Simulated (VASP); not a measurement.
# Ti (P6_3/mmc) in VASP: notebook

The runs below take Ti through single point, with PBE.

Everything below comes from runs of VASP 6.6.1. Logs are shortened: lines on timing, memory, paths and dates and some standing lists are left out, and cuts for length are marked.

## (1) The cell of the first run

It takes space group P6_3/mmc (No. 194, hexagonal). Conventional cell: a = 2.938 Å, b = 2.938 Å, c = 4.653 Å, α = 90.00°, β = 90.00°, γ = 120.00°. Ti (site symmetry -6m2) has 12 Ti at 2.88 to 2.94 Å within 3.8 Å.

## (2) Single point, PBE

Contents of INCAR:

```
  PREC = Accurate
  ENCUT = 520
  EDIFF = 1E-6
  ISMEAR = -1
  SIGMA = 0.05
  LREAL = F
  LASPH = T
  NELM = 80
  ALGO = Normal
  ISIF = 2
  LWAVE = F
  LCHARG = F
  GGA = PE
  NBANDS = 19
```

Contents of KPOINTS:

```
Automatic mesh
0
Gamma
  13 13 7
```

Contents of POSCAR:

```
Ti
1.0
    2.9384094506      0.0000000000      0.0000000000
   -1.4692047253      2.5447372309      0.0000000000
    0.0000000000      0.0000000000      4.6529805423
Ti
2
Direct
    0.3333333333      0.6666666667      0.2500000000
    0.6666666667      0.3333333333      0.7500000000
```

Potentials or basis: VASP PAW PBE potentials, release 64 (Ti_sv).

The run is started by

```console
$ cat potpaw_PBE.64/Ti_sv/POTCAR > POTCAR
$ mpirun -np 1 vasp_std > vasp.out
```

OUTCAR:

```text
PREC = Accurate
   ENCUT = 520
   EDIFF = 1E-6
   ISMEAR = -1
   LREAL = F
   LASPH = T
   NELM = 80
   ISIF = 2
   GGA = PE

 ion  position               nearest neighbor table
   1  0.333  0.667  0.250-   2 2.88   2 2.88   2 2.88   2 2.88   2 2.88   2 2.88
   2  0.667  0.333  0.750-   1 2.88   1 2.88   1 2.88   1 2.88   1 2.88   1 2.88

  LATTYP: Found a hexagonal cell.
 ALAT       =     2.9384094506
 C/A-ratio  =     1.5835031232

  Lattice vectors:

 A1 = (   2.9384094506,   0.0000000000,   0.0000000000)
 A2 = (  -1.4692047253,   2.5447372309,   0.0000000000)
 A3 = (   0.0000000000,   0.0000000000,   4.6529805423)

Analysis of symmetry for initial positions (statically):
=====================================================================
 Subroutine PRICEL returns:
 Original cell was already a primitive cell.

 Routine SETGRP: Setting up the symmetry group for a
 hexagonal supercell.

 Subroutine GETGRP returns: Found 24 space group operations
 (whereof 12 operations were pure point group operations)
 out of a pool of 24 trial point group operations.

The static configuration has the point symmetry D_3d.
 The point group associated with its full space group is D_6h.

Analysis of symmetry for dynamics (positions and initial velocities):
=====================================================================
 Subroutine PRICEL returns:
 Original cell was already a primitive cell.

 Routine SETGRP: Setting up the symmetry group for a
 hexagonal supercell.

 Subroutine GETGRP returns: Found 24 space group operations
 (whereof 12 operations were pure point group operations)
 out of a pool of 24 trial point group operations.

The dynamic configuration has the point symmetry D_3d.
 The point group associated with its full space group is D_6h.

 Subroutine INISYM returns: Found 24 space group operations
 (whereof 12 operations are pure point group operations),
 and found     1 'primitive' translations

----------------------------------------------------------------------------------------

                                     Primitive cell

  volume of cell :      34.7926

  direct lattice vectors                    reciprocal lattice vectors
     2.938409451  0.000000000  0.000000000     0.340320169  0.196483941  0.000000000
    -1.469204725  2.544737231  0.000000000     0.000000000  0.392967882  0.000000000
     0.000000000  0.000000000  4.652980542     0.000000000  0.000000000  0.214916007

  length of vectors
     2.938409451  2.938409451  4.652980542     0.392967882  0.392967882  0.214916007

  position of ions in fractional coordinates (direct lattice)
     0.333333333  0.666666667  0.250000000
     0.666666667  0.333333333  0.750000000

  ion indices of the primitive-cell ions
   primitive index   ion index
                 1           1
                 2           2

----------------------------------------------------------------------------------------

 KPOINTS: Automatic mesh

Automatic generation of k-mesh.
 Grid dimensions read from file:
 generate k-points for:   13   13    7

 Generating k-lattice:

  Cartesian coordinates                     Fractional coordinates (reciprocal lattice)
     0.026178475  0.015114149  0.000000000     0.076923077  0.000000000  0.000000000
     0.000000000  0.030228299  0.000000000     0.000000000  0.076923077  0.000000000
     0.000000000  0.000000000  0.030702287     0.000000000  0.000000000  0.142857143

  Length of vectors
     0.030228299  0.030228299  0.030702287

  Shift w.r.t. Gamma in fractional coordinates (k-lattice)
     0.000000000  0.000000000  0.000000000

 Subroutine IBZKPT returns following result:
 ===========================================

 Found     84 irreducible k-points:

 Following reciprocal coordinates:
            Coordinates               Weight
  0.000000  0.000000  0.000000      1.000000
  0.076923  0.000000  0.000000      6.000000
  0.153846  0.000000  0.000000      6.000000
  0.230769  0.000000  0.000000      6.000000
  0.307692  0.000000  0.000000      6.000000
  0.384615  0.000000  0.000000      6.000000
[... 16 lines left out ...]
  0.076923  0.000000  0.142857     12.000000
  0.153846  0.000000  0.142857     12.000000
 [... further k-points ...]
   k-points           NKPTS =     84   k-points in BZ     NKDIM =     84   number of bands    NBANDS=     19
   number of dos      NEDOS =    301   number of ions     NIONS =      2
   total plane-waves  NPLWV =  20736
   dimension x,y,z NGX =    24 NGY =   24 NGZ =   36
   dimension x,y,z NGXF=    48 NGYF=   48 NGZF=   72
   ions per type =               2
   NGX,Y,Z   is equivalent  to a cutoff of  13.58, 13.58, 12.86 a.u.
   NGXF,Y,Z  is equivalent  to a cutoff of  27.16, 27.16, 25.72 a.u.
 SYSTEM =  unknown system
   PREC   = accura    normal or accurate (medium, high low for compatibility)
   ISTART =      0    job   : 0-new  1-cont  2-samecut
   ICHARG =      2    charge: 1-file 2-atom 10-const
   ISPIN  =      1    spin polarized calculation?
   LNONCOLLINEAR =      F non collinear calculations
   LSORBIT =      F    spin-orbit coupling
   LASPH  =      T    aspherical Exc in radial PAW
   ENCUT  =  520.0 eV  38.22 Ry    6.18 a.u.   5.46  5.46  8.65*2*pi/ulx,y,z
   NELM   =     80;   NELMIN=  2; NELMDL= -5     # of ELM steps
   EDIFF  = 0.1E-05   stopping-criterion for ELM
   LREAL  =      F    real-space projection
   EDIFFG = 0.1E-04   stopping-criterion for IOM
   NSW    =      0    number of steps for IOM
   IBRION =     -1    ionic relax: 0-MD 1-quasi-New 2-CG
   NFREE  =      0    steps in history (QN), initial steepest desc. (CG)
   ISIF   =      2    stress and relaxation
   ISYM   =      2    0-nonsym 1-usesym 2-fastsym
   POTIM  = 0.5000    time-step for ionic-motion
   TEBEG  =    0.0;   TEEND  =   0.0 temperature during run
   PSTRESS=    0.0 pullay stress
   NELECT =      24.0000    total number of electrons
   NUPDOWN=      -1.0000    fix difference up-down
   EMIN   =  10.00;   EMAX   =-10.00  energy-range for DOS
   EFERMI =   0.00;   METHOD = LEGACY
   ISMEAR =    -1;   SIGMA  =   0.05  broadening in eV -4-tet -1-fermi 0-gaus
   EFERMI_NEDOS =   21; number of points for ismear=-14 and -15
   IALGO  =     38    algorithm
   IMIX   =      4    mixing-type and parameters
     AMIX     =   0.40;   BMIX     =  1.00
     AMIX_MAG =   1.60;   BMIX_MAG =  1.00
  volume/ion in A,a.u.               =      17.40       117.40
  Fermi-wavevector in a.u.,A,eV,Ry     =   1.446493  2.733476 28.468051  2.092343
  Thomas-Fermi vector in A             =   2.564555
   LORBIT       =      0    0 simple, 1 ext, 2 COOP (PROOUT), +10 PAW based schemes
   GGA     = PE    functional components
   LHFCALC =     F    Hartree Fock is set to
   AEXX    =    0.0000 exact exchange contribution
   IVDW    =     0    specifies the selected vdW correction
   LEPSILON=     F    determine dielectric tensor
   LRPA    =     F    only Hartree local field effects (RPA)
 non-spin polarized calculation
  energy-cutoff  :      520.00
  volume of cell :       34.79
 maximum number of plane-waves:       965
 NGX is ok and might be reduce to    24
   NGX = 11   NGY = 11   NGZ = 17

 number of electron      24.0000002 magnetization

 Free energy of the ion-electron system (eV)
  ---------------------------------------------------
  ext. energy  EPLUGINS =         0.00000000
  ---------------------------------------------------
  free energy    TOTEN  =       -15.67991777 eV

  energy without entropy =      -15.66182746  energy(sigma->0) =      -15.67087261

 E-fermi :   8.3256     XC(G=0): -11.4899

 val. band max:        8.3177585452   @ k =   0.3077   0.2308   0.4286
 cond. band min:       8.3275173964   @ k =   0.0769   0.0769   0.4286
 fundamental gap:      0.0097588511
 Fermi energy:         8.3255977465

 k-point     1 :       0.0000    0.0000    0.0000
  band No.  band energies     occupation
      1     -48.5446      2.00000
      2     -48.4087      2.00000
      3     -25.1307      2.00000
      4     -24.4908      2.00000
      5     -24.4908      2.00000
      6     -24.4262      2.00000
[... 11 lines left out ...]
     18       9.9382      0.00000
     19      11.4635      0.00000

 k-point     2 :       0.0769    0.0000    0.0000
  band No.  band energies     occupation
      1     -48.5388      2.00000
      2     -48.4064      2.00000
      3     -25.1178      2.00000
      4     -24.5172      2.00000
      5     -24.4996      2.00000
      6     -24.4317      2.00000
[... 11 lines left out ...]
     18       9.8464      0.00000
     19      11.5126      0.00000

 k-point     3 :       0.1538    0.0000    0.0000
  band No.  band energies     occupation
      1     -48.5225      2.00000
      2     -48.4003      2.00000
      3     -25.0806      2.00000
      4     -24.5907      2.00000
      5     -24.5235      2.00000
      6     -24.4929      2.00000
[... 11 lines left out ...]
     18       9.9906      0.00000
     19      11.6203      0.00000

 k-point     4 :       0.2308    0.0000    0.0000
  band No.  band energies     occupation
      1     -48.4987      2.00000
      2     -48.3927      2.00000
      3     -25.0239      2.00000
      4     -24.6953      2.00000
      5     -24.5953      2.00000
      6     -24.5558      2.00000
[... 11 lines left out ...]
     18      10.4390      0.00000
     19      11.7279      0.00000

 k-point     5 :       0.3077    0.0000    0.0000
  band No.  band energies     occupation
      1     -48.4716      2.00000
      2     -48.3861      2.00000
      3     -24.9549      2.00000
      4     -24.8074      2.00000
      5     -24.7002      2.00000
      6     -24.5888      2.00000
[... 11 lines left out ...]
     18      10.9653      0.00000
     19      11.8080      0.00000
[... 334 lines left out ...]
      2     -48.3913      2.00000
      3     -24.8752      2.00000
      4     -24.7785      2.00000
      5     -24.7427      2.00000
      6     -24.7391      2.00000
[... 11 lines left out ...]
     18      11.6154      0.00000
     19      13.7908      0.00000

 k-point    22 :       0.0000    0.0000    0.1429
  band No.  band energies     occupation
      1     -48.5379      2.00000
      2     -48.4155      2.00000
      3     -25.0971      2.00000
      4     -24.4859      2.00000
      5     -24.4859      2.00000
      6     -24.4625      2.00000
[... 11 lines left out ...]
     18      10.1238      0.00000
     19      11.4723      0.00000

 k-point    23 :       0.0769    0.0000    0.1429
  band No.  band energies     occupation
      1     -48.5323      2.00000
      2     -48.4130      2.00000
      3     -25.0858      2.00000
      4     -24.5116      2.00000
      5     -24.4944      2.00000
      6     -24.4762      2.00000
[... 11 lines left out ...]
     18      10.0813      0.00000
     19      11.5120      0.00000

 k-point    24 :       0.1538    0.0000    0.1429
  band No.  band energies     occupation
      1     -48.5165      2.00000
      2     -48.4065      2.00000
      3     -25.0540      2.00000
      4     -24.5832      2.00000
      5     -24.5315      2.00000
      6     -24.5176      2.00000
[... 11 lines left out ...]
     18      10.1023      0.00000
     19      11.5983      0.00000

 [... further k-points ...]
[... 5 lines left out ...]
  --------------------------------------------------------------------------------------
  -------------------------------------------------------------------------------------
  Total       -0.0525219     -0.0525219     -0.0543654      0.0000000      0.0000000      0.0000000
  in kB       -2.4186008     -2.4186008     -2.5034962      0.0000000      0.0000000      0.0000000
  external PRESSURE =      -2.4468993 kB  Pullay stress =       0.0000000 kB

 VOLUME and BASIS-vectors are now :
 -----------------------------------------------------------------------------
  energy-cutoff  :      520.00
  volume of cell :       34.79
      direct lattice vectors                 reciprocal lattice vectors
     2.938409451  0.000000000  0.000000000     0.340320169  0.196483941  0.000000000
    -1.469204725  2.544737231  0.000000000     0.000000000  0.392967882  0.000000000
     0.000000000  0.000000000  4.652980542     0.000000000  0.000000000  0.214916007

 POSITION                                       TOTAL-FORCE (eV/Angst)
 -----------------------------------------------------------------------------------
     -0.00000      1.69649      1.16325        -0.000000      0.000000      0.000000
      1.46920      0.84825      3.48974         0.000000     -0.000000      0.000000
 -----------------------------------------------------------------------------------
    total drift:                                0.000000     -0.000000      0.000000

  FREE ENERGIE OF THE ION-ELECTRON SYSTEM (eV)
  ---------------------------------------------------
  free  energy   TOTEN  =       -15.6799177722 eV

  energy  without entropy=      -15.6618274573  energy(sigma->0) =      -15.67087261
```

It took 22 s on 1 thread of Intel Xeon Platinum 8488C (Sapphire Rapids), shared host; peak memory 0.18 GiB.

What came out:

```
Free energy            : -15.6799 eV
Pressure               : -0.2 GPa
Band gap on the k mesh : zero (band 12 reaches 9.09 eV, above the bottom of band 13 at 7.99 eV)
```

(Continued in part 2 of 2.)
